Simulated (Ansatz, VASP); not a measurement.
## GaSb in VASP and in Ansatz

```xyz
2
Lattice="0.0000 3.0253 3.0253 3.0253 0.0000 3.0253 3.0253 3.0253 0.0000" Properties=species:S:1:pos:R:3 pbc="T T T"
Ga    0.0000    0.0000    0.0000
Sb    4.5379    4.5379    4.5379
```

Alike in both runs: functional LDA; k mesh 12 × 12 × 12; occupations fermi-dirac, width 0.08 eV; no spin polarisation.

Ansatz relaxed the structure, and its values are those at the end. VASP's run is a single point on that final structure, the one shown.

|  | VASP | Ansatz |
| --- | --- | --- |
| version | VASP 6.6.1 | Ansatz 0.2.0 |
| potentials or method | VASP PAW LDA potentials, release 64 (Ga_d, Sb) | PAW with Ansatz's default frozen-core files, scalar-relativistic |
| plane-wave cutoff (eV) | 500 | 420 |
| valence electrons in the cell | 18 | 28 |

|  | VASP | Ansatz | Ansatz less VASP |
| --- | --- | --- | --- |
| pressure (GPa) | 0.2 | 0.0 | -0.19 |

LDA's correlation is that of Perdew and Zunger in VASP and of Perdew and Wang (1992) in Ansatz. VASP's potentials hold 18 valence electrons a cell and Ansatz's 28, so a difference there can come from the potentials and not from the codes.

Neither program's run includes spin-orbit coupling.
